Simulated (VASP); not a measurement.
Here is a VASP 6.6.1 calculation.

Contents of INCAR:

```
ALGO = Normal
EDIFF = 1E-6
ENCUT = 520
GGA = PE
ISIF = 2
ISMEAR = -1
ISPIN = 2
LASPH = True
LCHARG = True
LELF = True
LMAXMIX = 4
LORBIT = 11
LREAL = False
LVHAR = True
LWAVE = False
MAGMOM = 0 1.19
NBANDS = 22
NELM = 150
NUPDOWN = 1.19
PREC = Accurate
SIGMA = 0.03
```

KPOINTS

```
k-points
0
Gamma
  13 13 13
```

The input POSCAR:

```
TiCo
1.0
    2.9861109900      0.0000000000      0.0000000000
    0.0000000000      2.9861109900      0.0000000000
    0.0000000000      0.0000000000      2.9861109900
Ti Co
1 1
Direct
    0.0000000000      0.0000000000      0.0000000000
    0.5000000000      0.5000000000      0.5000000000
```

Potentials or basis: VASP PAW PBE potentials, release 64 (Ti_sv, Co).

Command:

```bash
$ cat potpaw_PBE.64/Ti_sv/POTCAR potpaw_PBE.64/Co/POTCAR > POTCAR
$ mpirun -np 1 vasp_std > vasp.out
```

Problem. Estimate the pressure.

Solution. -0.1 GPa.

Caveat: the total moment is fixed, so each spin has its own Fermi level and the state may be an excited one.
